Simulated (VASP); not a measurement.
A run of VASP 6.6.1 is set up as follows.

File POSCAR:

```
GaF
1.0
    3.1659200000      0.0000000000      0.0000000000
    0.0000000000      3.1659200000      0.0000000000
    0.0000000000      0.0000000000      3.1659200000
Ga F
1 1
Direct
    0.0000000000      0.0000000000      0.0000000000
    0.5000000000      0.5000000000      0.5000000000
```

The input INCAR.step1:

```
SYSTEM = GaF
PREC     = Accurate       ! precision mode
ENCUT    = 520            ! plane-wave cutoff, eV
EDIFF    = 1E-5           ! SCF threshold, eV
ISMEAR   = -1             ! smearing method
SIGMA    = 0.05           ! smearing width, eV
LREAL    = .False.        ! projectors in reciprocal space
LASPH    = .True.         ! aspherical terms in the spheres
NELM     = 100            ! most SCF steps
ALGO     = Normal         ! electronic algorithm
ISIF     = 2              ! what is computed and relaxed
LWAVE    = .True.         ! write WAVECAR
LCHARG   = .False.        ! write CHGCAR
GGA      = PE             ! functional
NBANDS   = 17             ! bands
```

File INCAR.step2:

```
SYSTEM = GaF
PREC     = Accurate       ! precision mode
ENCUT    = 520            ! plane-wave cutoff, eV
EDIFF    = 1E-7           ! SCF threshold, eV
ISMEAR   = -1             ! smearing method
SIGMA    = 0.05           ! smearing width, eV
LREAL    = .False.        ! projectors in reciprocal space
LASPH    = .True.         ! aspherical terms in the spheres
NELM     = 100            ! most SCF steps
ALGO     = Normal         ! electronic algorithm
ISIF     = 2              ! what is computed and relaxed
LWAVE    = .False.        ! write WAVECAR
LCHARG   = .False.        ! write CHGCAR
METAGGA  = R2SCAN         ! meta-GGA
LHFCALC  = .True.         ! exact exchange
AEXX     = 0.1            ! exact-exchange fraction
LMIXTAU  = .True.       
PRECFOCK = Normal       
ISTART   = 1            
NBANDS   = 17             ! bands
```

KPOINTS

```
Automatic mesh
0
Gamma
  5 5 5
  0 0 0
```

Potentials or basis: VASP PAW PBE potentials, release 64 (Ga_d, F).

Launch:

```sh
$ cat potpaw_PBE.64/Ga_d/POTCAR potpaw_PBE.64/F/POTCAR > POTCAR
$ cp INCAR.step1 INCAR
$ mpirun -np 1 vasp_std > vasp.out
$ cp INCAR.step2 INCAR
$ mpirun -np 1 vasp_std > vasp.out
```

Task: What does it give for the pressure?

Result: -2.1 GPa.

Task: Estimate the band gap on the k mesh.

Result: 3.02 eV, indirect (least direct gap 3.71 eV).

Caveat: the PAW data sets were made with another functional, which shifts forces and pressure a little. A k mesh can miss the band edges.
